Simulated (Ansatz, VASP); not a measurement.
Two plane-wave programs on CdAg2

Contents of INCAR:

```
SYSTEM = CdAg2
PREC = Accurate
ENCUT = 520
EDIFF = 1E-6
ISMEAR = 0
SIGMA = 0.1
LREAL = .False.
LASPH = .True.
NELM = 60
ALGO = Normal
ISIF = 2
LWAVE = .False.
LCHARG = .False.
GGA = PE
NBANDS = 43
```

KPOINTS

```
regular mesh
0
Gamma
  4 4 4
  0 0 0
```

POSCAR

```
CdAg2
1.0
    0.0000000000      3.9307167000      3.9307167000
    3.9307167000      0.0000000000      3.9307167000
    3.9307167000      3.9307167000      0.0000000000
Cd Ag
2 4
Direct
    0.5000000000      0.5000000000      0.5000000000
    0.7500000000      0.7500000000      0.7500000000
    0.1250000000      0.1250000000      0.1250000000
    0.6250000000      0.1250000000      0.1250000000
    0.1250000000      0.1250000000      0.6250000000
    0.1250000000      0.6250000000      0.1250000000
```

Input for Ansatz:

```yaml
crystal:
  lattice:
    - [0.0, 3.9307167, 3.9307167]
    - [3.9307167, 0.0, 3.9307167]
    - [3.9307167, 3.9307167, 0.0]
  atoms:
    - { symbol: Cd, position: [0.5, 0.5, 0.5] }
    - { symbol: Cd, position: [0.75, 0.75, 0.75] }
    - { symbol: Ag, position: [0.125, 0.125, 0.125] }
    - { symbol: Ag, position: [0.625, 0.125, 0.125] }
    - { symbol: Ag, position: [0.125, 0.125, 0.625] }
    - { symbol: Ag, position: [0.125, 0.625, 0.125] }
basis:
  ecutwfc: 420
kpoints:
  mp_grid: { grid: [4, 4, 4] }
hamiltonian:
  xc: pbe
scf:
  occupations: { method: gaussian, width: 0.1 }
  lower_state_search: "off"
output:
  forces: true
  stress: true
  eigenvalues: true
```

Change from the starting cell: relaxed end of: species swapped into the SrIr2 type (Fd-3m, No. 227).

Alike in both runs: task single point; functional PBE; k mesh 4 × 4 × 4; occupations gaussian, width 0.1 eV; no spin polarisation.

|  | VASP | Ansatz |
| --- | --- | --- |
| version | VASP 6.6.1 | Ansatz 0.2.0 |
| potentials or method | VASP PAW PBE potentials, release 64 (Cd, Ag), cutoff 520 eV | scalar-relativistic, plane waves, PAW |
| valence electrons in the cell | 68 | 116 |

|  | VASP | Ansatz | Ansatz less VASP |
| --- | --- | --- | --- |
| gap on the k mesh at the Fermi level (eV) | none | none | - |
| pressure (GPa) | 0.2 | 0.2 | -0.01 |

A gap of «none» marks a metal or a gap that the smearing closes. VASP's potentials hold 68 valence electrons a cell and Ansatz's 116, so a difference there can come from the potentials and not from the codes.
